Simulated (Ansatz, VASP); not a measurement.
## TaN in VASP and in Ansatz

Contents of INCAR:

```
SYSTEM = TaN
ALGO = Normal
EDIFF = 1E-8
ENCUT = 520
ISIF = 2
ISMEAR = -1
LASPH = .True.
LCHARG = .False.
LEFG = .True.
LREAL = .False.
LWAVE = .False.
NBANDS = 33
NELM = 80
PREC = Accurate
SIGMA = 0.03
```

The input KPOINTS:

```
k-points
0
Gamma
  5 5 8
  0 0 0
```

The input POSCAR:

```
TaN
1.0
    5.1849992558      0.0000000000      0.0000000000
   -2.5924996279      4.4903410741      0.0000000000
    0.0000000000      0.0000000000      2.9370800000
Ta N
3 3
Direct
    0.0000000000      0.0000000000      0.0000000000
    0.3333333333      0.6666666667      0.5000000000
    0.6666666667      0.3333333333      0.5000000000
    0.5000000000      0.0000000000      0.0000000000
    0.5000000000      0.5000000000      0.0000000000
    0.0000000000      0.5000000000      0.0000000000
```

Input for Ansatz:

```yaml
crystal:
  lattice:
    - [5.1849992558, 0.0, 0.0]
    - [-2.5924996279, 4.4903410741, 0.0]
    - [0.0, 0.0, 2.93708]
  atoms:
    - { symbol: Ta, position: [0.0, 0.0, 0.0] }
    - { symbol: Ta, position: [0.3333333333, 0.6666666667, 0.5] }
    - { symbol: Ta, position: [0.6666666667, 0.3333333333, 0.5] }
    - { symbol: "N", position: [0.5, 0.0, 0.0] }
    - { symbol: "N", position: [0.5, 0.5, 0.0] }
    - { symbol: "N", position: [0.0, 0.5, 0.0] }
kpoints:
  mp_grid: { grid: [5, 5, 8] }
scf:
  occupations: { method: fermi_dirac, width: 0.03 }
hamiltonian:
  xc: lda
  pseudopotentials: { kind: paw }
output:
  forces: true
  stress: true
  eigenvalues: true
  efg: { contact_densities: true }
```

Change from the starting cell: zz strain of +1 %, PAW files.

Alike in both runs: task electric field gradients; functional LDA; k mesh 5 × 5 × 8; occupations fermi-dirac, width 0.03 eV; no spin polarisation.

```csv
,VASP,Ansatz
version,VASP 6.6.1,Ansatz 0.2.0
potentials or method,"VASP PAW LDA potentials, release 64 (Ta_pv, N)","PAW with Ansatz's default frozen-core files, scalar-relativistic"
plane-wave cutoff (eV),520,420
valence electrons in the cell,48,54
```

VASP gave:

```
pressure (GPa)                                                : -6.9
traceless stress, the component that is largest in VASP (GPa) : -4.68
size of Vzz on the site where it differs most (V/Å²)          : 336.0
```

Which values does Ansatz return?

Pressure (GPa): -8.6; traceless stress, the component that is largest in VASP (GPa): -5.10; size of Vzz on the site where it differs most (V/Å²): 448.9.

LDA's correlation is that of Perdew and Zunger in VASP and of Perdew and Wang (1992) in Ansatz. VASP's potentials hold 48 valence electrons a cell and Ansatz's 54, so a difference there can come from the potentials and not from the codes.

Neither program's run includes spin-orbit coupling.
